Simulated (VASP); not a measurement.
A run of VASP 6.6.1 is set up as follows.

Contents of INCAR:

```
SYSTEM = KBr
  PREC = Accurate
  ENCUT = 520
  EDIFF = 1E-7
  ISMEAR = 0
  SIGMA = 0.02
  LREAL = .False.
  LASPH = .True.
  NELM = 60
  ALGO = Normal
  ISIF = 2
  LWAVE = .False.
  LCHARG = .False.
  GGA = PE
  NBANDS = 24
```

KPOINTS

```
regular mesh
0
Gamma
  6 6 4
  0 0 0
```

Contents of POSCAR:

```
KBr
1.0
    3.2494682275      3.2494682275      0.0000000000
   -3.3750919992      3.3750919992      0.0000000000
    0.0000000000      0.0000000000      6.7501839984
K Br
2 2
Direct
    0.0000000000      0.0000000000      0.0000000000
    0.5000000000      0.5000000000      0.5000000000
    0.5000000000      0.5000000000      0.0000000000
    0.0000000000      0.0000000000      0.5000000000
```

Potentials or basis: VASP PAW PBE potentials, release 64 (K_sv, Br).

The run is started by

```bash
$ cat potpaw_PBE.64/K_sv/POTCAR potpaw_PBE.64/Br/POTCAR > POTCAR
$ mpirun -np 1 vasp_std > vasp.out
```

(1) What does it give for the pressure?

(2) Estimate the band gap on the k mesh.

Results:

(1) 0.3 GPa.

(2) 4.30 eV.

Caveat: the cell differs from its parent crystal (uniaxial strain along a: -3.0 %).
